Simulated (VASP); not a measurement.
Here is a VASP 6.6.1 calculation.

INCAR

```
SYSTEM = Ge
PREC = Accurate
ENCUT = 520
EDIFF = 1E-7
ISMEAR = 0
SIGMA = 0.15
LREAL = .False.
LASPH = .True.
NELM = 80
ALGO = Normal
ISIF = 2
LWAVE = .False.
LCHARG = .True.
GGA = PE
IVDW = 12
LELF = .True.
LVHAR = .True.
NBANDS = 13
```

File KPOINTS:

```
regular mesh
0
Gamma
  20 20 20
  0 0 0
```

File POSCAR:

```
Ge
1.0
    0.0000000000      2.0668851171      2.0983605250
    2.0668851171      0.0000000000      2.0983605250
    2.0668851171      2.0668851171      0.0000000000
Ge
1
Direct
    0.0000000000      0.0000000000      0.0000000000
```

Potentials or basis: VASP PAW PBE potentials, release 64 (Ge_d).

Command:

```sh
$ cat potpaw_PBE.64/Ge_d/POTCAR > POTCAR
$ mpirun -np 1 vasp_std > vasp.out
```

**Question.** Estimate the dispersion energy per atom.

**Answer.** -0.369 eV.

**Question.** What does it give for the band gap on the k mesh?

**Answer.** Zero (band 7 reaches 16.87 eV, above the bottom of band 8 at 4.75 eV).

**Question.** Predict the pressure.

**Answer.** 3.2 GPa.

Stress tensor (GPa, compression positive):
```
3.13 0.00 0.00
0.00 3.13 0.00
0.00 0.00 3.37
```

Caveat: the cell differs from its parent crystal (strain -0.0150 x Voigt [1, 1, 0, 0, 0, 0]); pairwise dispersion overbinds metals, which lowers pressure and volume.
